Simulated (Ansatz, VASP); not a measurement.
Si2Mo in VASP and in Ansatz

```
Si Mo
1.0
    -1.62765    1.58835    3.93050
     1.58835   -1.62765    3.93050
     1.61165    1.61165   -3.94650
Si Mo
2 1
Direct
  0.33300 0.33300 0.00000
  0.66700 0.66700 0.00000
  0.00000 0.00000 0.00000
```

Change from the starting cell: equal xy, yz and zx shear strains of -1 %, crystal datasets.

Alike in both runs: task electric field gradients; functional PBEsol; k mesh 16 × 16 × 16; occupations fermi-dirac, width 0.08 eV; no spin polarisation.

```csv
,VASP,Ansatz
version,VASP 6.6.1,Ansatz 0.2.0
potentials or method,"VASP PAW PBE potentials, release 64 (Si, Mo_sv), cutoff 520 eV","all-electron PAW with datasets made for the crystal, scalar-relativistic"
```

VASP gave:

- pressure (GPa): -2.3
- traceless stress, the component that is largest in VASP (GPa): 2.05
- rms of the force components (eV/Å): 0.151
- size of Vzz on the site where it differs most (V/Å²): 59.6

Task: Which values does Ansatz return?

Result: Pressure (GPa): -2.6; traceless stress, the component that is largest in VASP (GPa): 2.05; rms of the force components (eV/Å): 0.153; size of Vzz on the site where it differs most (V/Å²): 60.8.

VASP's potentials were made for PBE, not for PBEsol. Atom by atom the forces differ by 0.002 eV/Å (rms over components). Ansatz ran all-electron here, and VASP with PAW potentials.
